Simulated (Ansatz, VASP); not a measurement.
## One calculation of Co, two programs

Contents of INCAR:

```
SYSTEM = Co
PREC = Accurate
ENCUT = 520
EDIFF = 1E-7
ISMEAR = -1
SIGMA = 0.1
LREAL = .False.
LASPH = .True.
NELM = 150
ALGO = Normal
ISIF = 2
LWAVE = .False.
LCHARG = .False.
ISPIN = 2
MAGMOM = 3.2 3.2
LORBIT = 11
LMAXMIX = 4
GGA = PS
NBANDS = 20
```

KPOINTS

```
regular mesh
0
Gamma
  13 13 7
  0 0 0
```

Contents of POSCAR:

```
Co
1.0
    2.5645915919      0.0000000000      0.0000000000
   -1.2822957960      2.2209993236      0.0000000000
    0.0000000000      0.0000000000      4.1627308447
Co
2
Direct
    0.3333333333      0.6666666667      0.2500000000
    0.6666666667      0.3333333333      0.7500000000
```

Input for Ansatz:

```yaml
crystal:
  lattice:
    - [2.5645915919252746, 0.0, 0.0]
    - [-1.2822957959626373, 2.2209993236491883, 0.0]
    - [0.0, 0.0, 4.162730844690386]
  atoms:
    - { symbol: Co, position: [0.3333333333333333, 0.6666666666666666, 0.25], spin: 3.2 }
    - { symbol: Co, position: [0.6666666666666666, 0.3333333333333333, 0.75], spin: 3.2 }
basis:
  ecutwfc: 510.0
kpoints:
  mp_grid:
    grid: [13, 13, 7]
hamiltonian:
  xc: pbesol
  pseudopotentials:
    kind: paw
magnetization:
  spin_polarized: true
scf:
  occupations:
    method: fermi_dirac
    width: 0.1
```

Alike in both runs: task single point; functional PBEsol; k mesh 13 × 13 × 7; occupations fermi-dirac, width 0.1 eV; collinear spin.

|  | VASP | Ansatz |
| --- | --- | --- |
| version | VASP 6.6.1 | Ansatz 0.2.0 |
| potentials or method | VASP PAW PBE potentials, release 64 (Co), cutoff 520 eV | plane waves, PAW |
| valence electrons in the cell | 18 | 34 |

```csv
,VASP,Ansatz,Ansatz less VASP
net moment per atom (μB),1.65,1.66,+0.009
size of the moment on the site where the two differ most (μB),1.68,1.74,+0.055
```

VASP's potentials were made for PBE, not for PBEsol. Site moments also hang on the region over which each program counts them. VASP's potentials hold 18 valence electrons a cell and Ansatz's 34, so a difference there can come from the potentials and not from the codes. Ansatz's warnings: given moment on shells, structure snapped to symmetry.
